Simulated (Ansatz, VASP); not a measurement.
One calculation of Ba, two programs

File POSCAR:

```
Ba
1.0
    0.0000000000      3.2326650028      3.2326650028
    3.2326650028      0.0000000000      3.2326650028
    3.2326650028      3.2326650028      0.0000000000
Ba
1
Direct
    0.0000000000      0.0000000000      0.0000000000
```

The input INCAR.step1:

```
PREC = Accurate
ENCUT = 520
ISMEAR = -1
SIGMA = 0.05
LREAL = False
LASPH = True
NELM = 80
NBANDS = 11
GGA = PE
ALGO = Normal
EDIFF = 1E-4
LWAVE = True
LCHARG = False
```

File INCAR.step2:

```
PREC = Accurate
ENCUT = 520
EDIFF = 1E-8
ISMEAR = -1
SIGMA = 0.05
LREAL = False
LASPH = True
NELM = 80
ALGO = Normal
ISIF = 2
LWAVE = False
LCHARG = False
METAGGA = R2SCAN
LMIXTAU = True
LEFG = True
NBANDS = 11
ISTART = 1
```

The input KPOINTS:

```
Automatic mesh
0
Gamma
  9 9 9
```

Input for Ansatz:

```yaml
crystal:
  lattice:
    - [0.0, 3.2326650028, 3.2326650028]
    - [3.2326650028, 0.0, 3.2326650028]
    - [3.2326650028, 3.2326650028, 0.0]
  atoms:
    - { symbol: Ba, position: [0.0, 0.0, 0.0] }
kpoints:
  mp_grid: { grid: [9, 9, 9] }
  band_path:
    path:
      - [0.0, 0.0, 0.0]
      - [0.5, 0.0, 0.5]
      - [0.625, 0.25, 0.625]
      - [0.375, 0.375, 0.75]
      - [0.0, 0.0, 0.0]
      - [0.5, 0.5, 0.5]
      - [0.5, 0.25, 0.75]
      - [0.5, 0.0, 0.5]
    npoints: 8
scf:
  occupations: { method: fermi_dirac, width: 0.05 }
hamiltonian:
  xc: r2scan
  pseudopotentials: { kind: all_electron, datasets: crystal }
output:
  forces: true
  stress: true
  eigenvalues: true
  efg: { contact_densities: true }
```

Alike in both runs: task electric field gradients; functional r2SCAN; k mesh 9 × 9 × 9; occupations fermi-dirac, width 0.05 eV; no spin polarisation.

|  | VASP | Ansatz |
| --- | --- | --- |
| version | VASP 6.6.1 | Ansatz 0.2.0 |
| potentials or method | VASP PAW PBE potentials, release 64 (Ba_sv), cutoff 520 eV | all-electron PAW with datasets made for the crystal, scalar-relativistic |

```csv
,VASP,Ansatz,Ansatz less VASP
pressure (GPa),-0.1,-0.1,-0.04
```

VASP's potentials were made for PBE, not for r2SCAN. Ansatz ran all-electron here, and VASP with PAW potentials.

Neither program's run includes spin-orbit coupling.
